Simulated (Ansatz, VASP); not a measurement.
**Al3Ru2 in VASP and in Ansatz**

```
Al Ru
1.0
     3.16556    0.00000    0.00000
     0.00000    3.16556    0.00000
     0.00000    0.00000   14.67921
Al Ru
6 4
Direct
  0.00000 0.00000 0.00000
  0.50000 0.50000 0.30821
  0.00000 0.00000 0.19179
  0.50000 0.50000 0.50000
  0.00000 0.00000 0.80821
  0.50000 0.50000 0.69179
  0.50000 0.50000 0.10553
  0.00000 0.00000 0.39447
  0.00000 0.00000 0.60553
  0.50000 0.50000 0.89447
```

Change from the starting cell: equal strain along all axes, cell held, atoms relaxed: +3.0 %.

Alike in both runs: functional PBEsol; k mesh 12 × 12 × 4; occupations gaussian, width 0.1 eV; no spin polarisation.

Ansatz relaxed the structure, and its values are those at the end. VASP's run is a single point on that final structure, the one shown.

|  | VASP | Ansatz |
| --- | --- | --- |
| version | VASP 6.6.1 | Ansatz 0.2.0 |
| potentials or method | VASP PAW PBE potentials, release 64 (Al, Ru_pv), cutoff 520 eV | scalar-relativistic, plane waves, PAW |
| valence electrons in the cell | 74 | 82 |

Ansatz gave:

| Quantity | Value |
| --- | --- |
| gap on the k mesh at the Fermi level (eV) | none |
| pressure (GPa) | -13.9 |

Question: Estimate VASP's values.

Answer: gap on the k mesh at the Fermi level (eV): none; pressure (GPa): -13.8.

VASP's potentials were made for PBE, not for PBEsol. A gap of «none» marks a metal or a gap that the smearing closes. With one functional, cell and mesh, what is left measures potentials, basis and numerics. VASP's potentials hold 74 valence electrons a cell and Ansatz's 82, so a difference there can come from the potentials and not from the codes. Ansatz's warnings: stress scf threshold loose.
